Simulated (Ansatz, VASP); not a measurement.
**In3As in VASP and in Ansatz**

```
CELL_PARAMETERS angstrom
4.60214 0.00000 0.00000
0.00000 4.55611 0.00000
0.00000 0.00000 4.60214
ATOMIC_POSITIONS crystal
In 0.00000 0.50000 0.50000
In 0.50000 0.00000 0.50000
In 0.50000 0.50000 0.00000
As 0.00000 0.00000 0.00000
```

Change from the starting cell: strain -0.0100 x Voigt [0, 1, 0, 0, 0, 0], atoms carried along.

Alike in both runs: task single point; functional PBE; dispersion D3(BJ); k mesh 10 × 10 × 10; occupations gaussian, width 0.15 eV; no spin polarisation.

|  | VASP | Ansatz |
| --- | --- | --- |
| version | VASP 6.6.1 | Ansatz 0.2.0 |
| potentials or method | VASP PAW PBE potentials, release 64 (In_d, As), cutoff 520 eV | scalar-relativistic, plane waves, PAW |
| valence electrons in the cell | 44 | 54 |

```csv
,VASP,Ansatz,Ansatz less VASP
gap on the k mesh at the Fermi level (eV),none,none,-
pressure (GPa),0.5,0.5,+0.02
"traceless stress, the component that is largest in VASP (GPa)",-0.09,-0.09,+0.001
```

A gap of «none» marks a metal or a gap that the smearing closes. VASP's potentials hold 44 valence electrons a cell and Ansatz's 54, so a difference there can come from the potentials and not from the codes.
